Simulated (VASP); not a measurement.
Write the native input for VASP 6.6.1 that does the following.

```yaml
Task: single point
Functional: PBE
Potentials_or_basis: VASP PAW PBE potentials, release 64 (Al)
Cutoff: 520 eV
k_mesh: 6 × 6 × 14
Occupations: gaussian, width 0.1 eV
Spin: no spin polarisation
Dipole_correction: no
Further_INCAR_settings: ALGO = Fast; EDIFF = 1e-07; NBANDS = 18
```

The structure of Al lies in POSCAR:

```
Al
1.0
    7.5650367762      0.0000000000      0.0000000000
   -3.7825183881      6.5515140287      0.0000000000
    0.0000000000      0.0000000000      2.7468248615
Al
6
Direct
    0.3259693500      0.3259693500      0.1666666667
    0.6740306500      0.0000000000      0.5000000000
    0.0000000000      0.6740306500      0.8333333333
    0.6740306500      0.6740306500      0.1666666667
    0.3259693500      0.0000000000      0.5000000000
    0.0000000000      0.3259693500      0.8333333333
```

These files were run (other wordings do the same):

INCAR

```
SYSTEM = Al
  ALGO = Fast
  EDIFF = 1E-7
  ENCUT = 520
  GGA = PE
  ISIF = 2
  ISMEAR = 0
  LASPH = .True.
  LCHARG = .True.
  LELF = .True.
  LREAL = .False.
  LVHAR = .True.
  LWAVE = .False.
  NBANDS = 18
  NELM = 60
  PREC = Accurate
  SIGMA = 0.1
```

KPOINTS

```
k-points
0
Gamma
  6 6 14
  0 0 0
```

Potentials or basis: VASP PAW PBE potentials, release 64 (Al).

Command:

```bash
$ cat potpaw_PBE.64/Al/POTCAR > POTCAR
$ mpirun -np 1 vasp_std > vasp.out
```

It gave:

```
Pressure               : 0.0 GPa
Band gap on the k mesh : zero (band 9 reaches 5.24 eV, above the bottom of band 10 at 3.08 eV)
```

It took 59 s on 1 thread of Intel(R) Xeon(R) 6975P-C (Granite Rapids) (shared host), peak memory 0.28 GiB.
